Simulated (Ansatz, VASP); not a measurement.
# One calculation of CsH, two programs

```
CELL_PARAMETERS angstrom
0.00000 2.84033 4.01622
2.84033 0.00000 4.01622
2.84033 2.84033 0.00000
ATOMIC_POSITIONS crystal
Cs 0.00000 0.00000 0.00000
H 0.50000 0.50000 0.50000
```

Alike in both runs: task single point; functional LDA; k mesh 8 × 8 × 8; occupations gaussian, width 0.05 eV; no spin polarisation.

|  | VASP | Ansatz |
| --- | --- | --- |
| version | VASP 6.6.1 | Ansatz 0.2.0 |
| potentials or method | VASP PAW LDA potentials, release 64 (Cs_sv, H), cutoff 520 eV | scalar-relativistic, plane waves, PAW |
| valence electrons in the cell | 10 | 10 |

Ansatz gave:

| Item | Value |
| --- | --- |
| gap on the k mesh at the Fermi level (eV) | 1.55 |
| least direct gap on the mesh (eV) | 1.55 |
| pressure (GPa) | 1.0 |
| traceless stress, the component that is largest in VASP (GPa) | -2.82 |

Estimate VASP's values.

gap on the k mesh at the Fermi level (eV): 1.52; least direct gap on the mesh (eV): 1.52; pressure (GPa): 1.1; traceless stress, the component that is largest in VASP (GPa): -2.93.

LDA's correlation is that of Perdew and Zunger in VASP and of Perdew and Wang (1992) in Ansatz.

Spin-orbit coupling is off throughout.
